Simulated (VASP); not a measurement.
# BaZnPF (P4/nmm) in VASP: single point with HSE06

Aim: the single point of BaZnPF with HSE06.

Program: VASP 6.6.1. These are calculated values, not measurements. Logs are shortened: lines on timing, memory, paths and dates and some standing lists are left out, and cuts for length are marked.

**1. The cell of the first run**

Symmetry: P4/nmm, No. 129, tetragonal system. Conventional cell: a = 4.203 Å, b = 4.203 Å, c = 9.563 Å, α = 90.00°, β = 90.00°, γ = 90.00°. Within 3.5 Å of Ba (site symmetry 4mm) lie 4 F at 2.65 Å and 4 P at 3.45 Å. Within 3.4 Å of Zn (site symmetry -4m2) lie 4 P at 2.54 Å and 4 Zn at 2.97 Å. Within 3.5 Å of P (site symmetry 4mm) lie 4 Zn at 2.54 Å and 4 Ba at 3.45 Å. Within 3.5 Å of F (site symmetry -4m2) lie 4 Ba at 2.65 Å and 4 F at 2.97 Å.

**2. Single point, HSE06**

POSCAR reads:

```
BaZnPF
1.0
    4.2029250000      0.0000000000      0.0000000000
    0.0000000000      4.2029250000      0.0000000000
    0.0000000000      0.0000000000      9.5634310000
Ba Zn P F
2 2 2 2
Direct
    0.2500000000      0.2500000000      0.3317700000
    0.7500000000      0.7500000000      0.6682300000
    0.2500000000      0.7500000000      0.0000000000
    0.7500000000      0.2500000000      0.0000000000
    0.7500000000      0.7500000000      0.1491000000
    0.2500000000      0.2500000000      0.8509000000
    0.2500000000      0.7500000000      0.5000000000
    0.7500000000      0.2500000000      0.5000000000
```

INCAR.step1 reads:

```
SYSTEM = BaZnPF
ALGO     = Normal         ! electronic algorithm
EDIFF    = 1E-5           ! SCF threshold, eV
ENCUT    = 520            ! plane-wave cutoff, eV
GGA      = PE             ! functional
GGA_COMPAT= .FALSE.      
ISIF     = 2              ! what is computed and relaxed
ISMEAR   = 0              ! smearing method
LASPH    = .TRUE.         ! aspherical terms in the spheres
LCHARG   = .FALSE.        ! write CHGCAR
LREAL    = .FALSE.        ! projectors in reciprocal space
LWAVE    = .TRUE.         ! write WAVECAR
NBANDS   = 44             ! bands
NELM     = 120            ! most SCF steps
PREC     = Accurate       ! precision mode
SIGMA    = 0.0204         ! smearing width, eV
```

INCAR.step2 reads:

```
SYSTEM = BaZnPF
ALGO     = Normal         ! electronic algorithm
EDIFF    = 1E-6           ! SCF threshold, eV
ENCUT    = 520            ! plane-wave cutoff, eV
GGA      = PE             ! functional
GGA_COMPAT= .FALSE.      
HFSCREEN = 0.2079         ! screening, 1/A
ISIF     = 2              ! what is computed and relaxed
ISMEAR   = 0              ! smearing method
ISTART   = 1            
LASPH    = .TRUE.         ! aspherical terms in the spheres
LCHARG   = .FALSE.        ! write CHGCAR
LHFCALC  = .TRUE.         ! exact exchange
LREAL    = .FALSE.        ! projectors in reciprocal space
LWAVE    = .FALSE.        ! write WAVECAR
NBANDS   = 44             ! bands
NELM     = 120            ! most SCF steps
PREC     = Accurate       ! precision mode
PRECFOCK = Normal       
SIGMA    = 0.0204         ! smearing width, eV
```

KPOINTS reads:

```
k-points
0
G
  3 3 1
  0 0 0
```

Potentials or basis: VASP PAW PBE potentials, release 64 (Ba_sv, Zn, P, F).

Run with:

```sh
$ cat potpaw_PBE.64/Ba_sv/POTCAR potpaw_PBE.64/Zn/POTCAR potpaw_PBE.64/P/POTCAR potpaw_PBE.64/F/POTCAR > POTCAR
$ cp INCAR.step1 INCAR
$ mpirun -np 1 vasp_std > vasp.out
$ cp INCAR.step2 INCAR
$ mpirun -np 1 vasp_std > vasp.out
```

OUTCAR:

```text
SYSTEM = BaZnPF
   EDIFF = 1E-6
   ENCUT = 520
   GGA = PE
   HFSCREEN = 0.2079
   ISIF = 2
   ISMEAR = 0
   ISTART = 1
   LASPH = .TRUE.
   LHFCALC = .TRUE.
   LREAL = .FALSE.
   NELM = 120
   PREC = Accurate
   PRECFOCK = Normal

 ion  position               nearest neighbor table
   1  0.250  0.250  0.332-   7 2.65   8 2.65   7 2.65   8 2.65   5 3.45   5 3.45   5 3.45   5 3.45
                             4 3.81   3 3.81   4 3.81   3 3.81   2 4.38   2 4.38   2 4.38   2 4.38
   2  0.750  0.750  0.668-   7 2.65   8 2.65   8 2.65   7 2.65   6 3.45   6 3.45   6 3.45   6 3.45
                             3 3.81   4 3.81   4 3.81   3 3.81   1 4.38   1 4.38   1 4.38   1 4.38
   3  0.250  0.750  0.000-   5 2.54   6 2.54   6 2.54   5 2.54   4 2.97   4 2.97   4 2.97   4 2.97
                             2 3.81   1 3.81   2 3.81   1 3.81
   4  0.750  0.250  0.000-   5 2.54   6 2.54   5 2.54   6 2.54   3 2.97   3 2.97   3 2.97   3 2.97
                             1 3.81   2 3.81   2 3.81   1 3.81
   5  0.750  0.750  0.149-   3 2.54   4 2.54   4 2.54   3 2.54   1 3.45   1 3.45   1 3.45   1 3.45

   6  0.250  0.250  0.851-   3 2.54   4 2.54   3 2.54   4 2.54   2 3.45   2 3.45   2 3.45   2 3.45

   7  0.250  0.750  0.500-   1 2.65   2 2.65   1 2.65   2 2.65
   8  0.750  0.250  0.500-   1 2.65   2 2.65   2 2.65   1 2.65

  LATTYP: Found a simple tetragonal cell.
 ALAT       =     4.2029250000
 C/A-ratio  =     2.2754227116

  Lattice vectors:

 A1 = (   4.2029250000,   0.0000000000,   0.0000000000)
 A2 = (   0.0000000000,   4.2029250000,   0.0000000000)
 A3 = (   0.0000000000,   0.0000000000,   9.5634310000)

Analysis of symmetry for initial positions (statically):
=====================================================================
 Subroutine PRICEL returns:
 Original cell was already a primitive cell.

 Routine SETGRP: Setting up the symmetry group for a
 simple tetragonal supercell.

 Subroutine GETGRP returns: Found 16 space group operations
 (whereof  4 operations were pure point group operations)
 out of a pool of 16 trial point group operations.

The static configuration has the point symmetry C_2h.
 The point group associated with its full space group is D_4h.

Analysis of symmetry for dynamics (positions and initial velocities):
=====================================================================
 Subroutine PRICEL returns:
 Original cell was already a primitive cell.

 Routine SETGRP: Setting up the symmetry group for a
 simple tetragonal supercell.

 Subroutine GETGRP returns: Found 16 space group operations
 (whereof  4 operations were pure point group operations)
 out of a pool of 16 trial point group operations.

The dynamic configuration has the point symmetry C_2h.
 The point group associated with its full space group is D_4h.

 Subroutine INISYM returns: Found 16 space group operations
 (whereof  4 operations are pure point group operations),
 and found     1 'primitive' translations

----------------------------------------------------------------------------------------

                                     Primitive cell

  volume of cell :     168.9340

  direct lattice vectors                    reciprocal lattice vectors
     4.202925000  0.000000000  0.000000000     0.237929537  0.000000000  0.000000000
     0.000000000  4.202925000  0.000000000     0.000000000  0.237929537  0.000000000
     0.000000000  0.000000000  9.563431000     0.000000000  0.000000000  0.104564983

  length of vectors
     4.202925000  4.202925000  9.563431000     0.237929537  0.237929537  0.104564983

  position of ions in fractional coordinates (direct lattice)
     0.250000000  0.250000000  0.331770000
     0.750000000  0.750000000  0.668230000
     0.250000000  0.750000000  0.000000000
     0.750000000  0.250000000  0.000000000
     0.750000000  0.750000000  0.149100000
     0.250000000  0.250000000  0.850900000
     0.250000000  0.750000000  0.500000000
     0.750000000  0.250000000  0.500000000

  ion indices of the primitive-cell ions
   primitive index   ion index
                 1           1
                 2           2
                 3           3
                 4           4
                 5           5
                 6           6
                 7           7
                 8           8

----------------------------------------------------------------------------------------

 KPOINTS: k-points

Automatic generation of k-mesh.
 Grid dimensions read from file:
 generate k-points for:    3    3    1

 Generating k-lattice:

  Cartesian coordinates                     Fractional coordinates (reciprocal lattice)
     0.079309846  0.000000000  0.000000000     0.333333333  0.000000000  0.000000000
     0.000000000  0.079309846  0.000000000     0.000000000  0.333333333  0.000000000
     0.000000000  0.000000000  0.104564983     0.000000000  0.000000000  1.000000000

  Length of vectors
     0.079309846  0.079309846  0.104564983

  Shift w.r.t. Gamma in fractional coordinates (k-lattice)
     0.000000000  0.000000000  0.000000000

 Subroutine IBZKPT returns following result:
 ===========================================

 Found      3 irreducible k-points:

 Following reciprocal coordinates:
            Coordinates               Weight
  0.000000  0.000000  0.000000      1.000000
  0.333333  0.000000  0.000000      4.000000
  0.333333  0.333333  0.000000      4.000000
   k-points           NKPTS =      3   k-points in BZ     NKDIM =      9   number of bands    NBANDS=     44
   number of dos      NEDOS =    301   number of ions     NIONS =      8
   total plane-waves  NPLWV =  73728
   dimension x,y,z NGX =    32 NGY =   32 NGZ =   72
   dimension x,y,z NGXF=    64 NGYF=   64 NGZF=  144
   ions per type =               2   2   2   2
   NGX,Y,Z   is equivalent  to a cutoff of  12.66, 12.66, 12.52 a.u.
   NGXF,Y,Z  is equivalent  to a cutoff of  25.32, 25.32, 25.03 a.u.
 SYSTEM =  BaZnPF
   PREC   = accura    normal or accurate (medium, high low for compatibility)
   ISTART =      1    job   : 0-new  1-cont  2-samecut
   ICHARG =      0    charge: 1-file 2-atom 10-const
   ISPIN  =      1    spin polarized calculation?
   LNONCOLLINEAR =      F non collinear calculations
   LSORBIT =      F    spin-orbit coupling
   LASPH  =      T    aspherical Exc in radial PAW
   ENCUT  =  520.0 eV  38.22 Ry    6.18 a.u.   7.81  7.81 17.78*2*pi/ulx,y,z
   NELM   =    120;   NELMIN=  2; NELMDL=  0     # of ELM steps
   EDIFF  = 0.1E-05   stopping-criterion for ELM
   LREAL  =      F    real-space projection
   EDIFFG = 0.1E-04   stopping-criterion for IOM
   NSW    =      0    number of steps for IOM
   IBRION =     -1    ionic relax: 0-MD 1-quasi-New 2-CG
   NFREE  =      0    steps in history (QN), initial steepest desc. (CG)
   ISIF   =      2    stress and relaxation
   ISYM   =      3    0-nonsym 1-usesym 2-fastsym
   POTIM  = 0.5000    time-step for ionic-motion
   TEBEG  =    0.0;   TEEND  =   0.0 temperature during run
   PSTRESS=    0.0 pullay stress
   NELECT =      68.0000    total number of electrons
   NUPDOWN=      -1.0000    fix difference up-down
   EMIN   =  10.00;   EMAX   =-10.00  energy-range for DOS
   EFERMI =   0.00;   METHOD = LEGACY
   ISMEAR =     0;   SIGMA  =   0.02  broadening in eV -4-tet -1-fermi 0-gaus
   EFERMI_NEDOS =   21; number of points for ismear=-14 and -15
   IALGO  =     38    algorithm
   IMIX   =      1    mixing-type and parameters
     AMIX     =   0.40;   BMIX     =  1.00
     AMIX_MAG =   1.60;   BMIX_MAG =  1.00
  volume/ion in A,a.u.               =      21.12       142.50
  Fermi-wavevector in a.u.,A,eV,Ry     =   1.208756  2.284218 19.879365  1.461092
  Thomas-Fermi vector in A             =   2.344355
   LORBIT       =      0    0 simple, 1 ext, 2 COOP (PROOUT), +10 PAW based schemes
   GGA     = PE    functional components
   LHFCALC =     T    Hartree Fock is set to
   PRECFOCK=normal    Normal, Fast or Accurate (Low or Medium for compatibility)
   ENCUT4O =  -1.0   cutoff for four orbital integrals eV
   NKREDX  =     1    reduce k-point grid by
   NKREDY  =     1    reduce k-point grid by
   NKREDZ  =     1    reduce k-point grid by
   AEXX    =    0.2500 exact exchange contribution
   HFSCREEN=    0.2079 screening length (either q_TF or 0.3 A-1)
   HFSCREENC=   0.2079 screening length for correlation (either q_TF or 0.3 A-1)
   ENCUTFOCK=  -1.0 apply spherical cutoff to Coloumb kernel
   IVDW    =     0    specifies the selected vdW correction
   LEPSILON=     F    determine dielectric tensor
   LRPA    =     F    only Hartree local field effects (RPA)
 non-spin polarized calculation
 Gauss-broadening in eV      SIGMA  =   0.02
  energy-cutoff  :      520.00
  volume of cell :      168.93
 maximum number of plane-waves:      4570
 NGX is ok and might be reduce to    32
  NGX = 24; NGY = 24; NGZ = 54

 number of electron      68.0000015 magnetization

 Free energy of the ion-electron system (eV)
  ---------------------------------------------------
  ext. energy  EPLUGINS =         0.00000000
  ---------------------------------------------------
  free energy    TOTEN  =       -41.28900187 eV

  energy without entropy =      -41.28900187  energy(sigma->0) =      -41.28900187

 E-fermi :   2.6933     XC(G=0):  -7.9203

 val. band max:        2.5706907832   @ k =   0.0000   0.0000   0.0000
 cond. band min:       3.8325694612   @ k =   0.0000   0.0000   0.0000
 fundamental gap:      1.2618786780
 Fermi energy:         2.6933420898

 k-point     1 :       0.0000    0.0000    0.0000
  band No.  band energies     occupation
      1     -26.9062      2.00000
      2     -26.6741      2.00000
      3     -23.4535      2.00000
      4     -23.3784      2.00000
      5     -10.9699      2.00000
      6     -10.9462      2.00000
[... 36 lines left out ...]
     43       8.7335      0.00000
     44       8.8270      0.00000

 k-point     2 :       0.3333    0.0000    0.0000
  band No.  band energies     occupation
      1     -26.7896      2.00000
      2     -26.6698      2.00000
      3     -23.4973      2.00000
      4     -23.4648      2.00000
      5     -11.2010      2.00000
      6     -11.1837      2.00000
[... 36 lines left out ...]
     43       8.4624      0.00000
     44       9.1735      0.00000

 k-point     3 :       0.3333    0.3333    0.0000
  band No.  band energies     occupation
      1     -26.6986      2.00000
      2     -26.6367      2.00000
      3     -23.5528      2.00000
      4     -23.5391      2.00000
      5     -11.2556      2.00000
      6     -11.0881      2.00000
[... 36 lines left out ...]
     43       9.0861      0.00000
     44       9.1945      0.00000

------------------------ aborting loop because EDIFF is reached ----------------------------------------

  FORCE on cell =-STRESS in cart. coord.  units (eV):
  Direction    XX          YY          ZZ          XY          YZ          ZX
  --------------------------------------------------------------------------------------
  -------------------------------------------------------------------------------------
  Total       -1.2076567     -1.2076567     -1.4942687     -0.0000000      0.0000000      0.0000000
  in kB      -11.4534692    -11.4534692    -14.1717104     -0.0000000      0.0000000      0.0000000
  external PRESSURE =     -12.3595496 kB  Pullay stress =       0.0000000 kB

 VOLUME and BASIS-vectors are now :
 -----------------------------------------------------------------------------
  energy-cutoff  :      520.00
  volume of cell :      168.93
      direct lattice vectors                 reciprocal lattice vectors
     4.202925000  0.000000000  0.000000000     0.237929537  0.000000000  0.000000000
     0.000000000  4.202925000  0.000000000     0.000000000  0.237929537  0.000000000
     0.000000000  0.000000000  9.563431000     0.000000000  0.000000000  0.104564983

 POSITION                                       TOTAL-FORCE (eV/Angst)
 -----------------------------------------------------------------------------------
      1.05073      1.05073      3.17286         0.000000      0.000000      0.004572
      3.15219      3.15219      6.39057         0.000000      0.000000     -0.004572
      1.05073      3.15219      0.00000        -0.000000     -0.000000      0.000000
      3.15219      1.05073      0.00000         0.000000     -0.000000      0.000000
      3.15219      3.15219      1.42591         0.000000      0.000000     -0.189475
      1.05073      1.05073      8.13752        -0.000000      0.000000      0.189475
      1.05073      3.15219      4.78172         0.000000     -0.000000      0.000000
      3.15219      1.05073      4.78172        -0.000000      0.000000      0.000000
 -----------------------------------------------------------------------------------
    total drift:                                0.000000     -0.000001      0.000000

  FREE ENERGIE OF THE ION-ELECTRON SYSTEM (eV)
  ---------------------------------------------------
  free  energy   TOTEN  =       -41.2890018652 eV

  energy  without entropy=      -41.2890018652  energy(sigma->0) =      -41.28900187
```

It took 11 min on 1 thread of AMD EPYC 7R13 (Zen 3), shared host; peak memory 0.39 GiB.

Results:

```yaml
Free_energy: -41.2890 eV
Pressure: -1.2 GPa
Largest_force: 0.189 eV/Å
Band_gap_on_the_k_mesh: 1.26 eV
```

Forces in eV/Å, atoms in the order of the input:
```
Ba   0.000  0.000  0.005
Ba   0.000  0.000 -0.005
Zn   0.000  0.000  0.000
Zn   0.000  0.000  0.000
P    0.000  0.000 -0.189
P    0.000  0.000  0.189
F    0.000  0.000  0.000
F    0.000  0.000  0.000
```

Levels at points of the mesh, in eV from the valence-band top:
| k point | band 30 | band 31 | band 32 | band 33 | band 34 | band 35 | band 36 | band 37 | band 38 | band 39 |
| --- | --- | --- | --- | --- | --- | --- | --- | --- | --- | --- |
| (0.00, 0.00, 0.00) | -2.26 | -2.26 | -0.54 | 0.00 | 0.00 | 1.26 | 2.29 | 3.16 | 3.19 | 4.63 |

Caveat: the k points lie up to 0.66 Å⁻¹ apart; the PAW data sets were made with another functional, which shifts forces and pressure a little; spin-orbit coupling is left out, which moves the levels of the heavy elements.
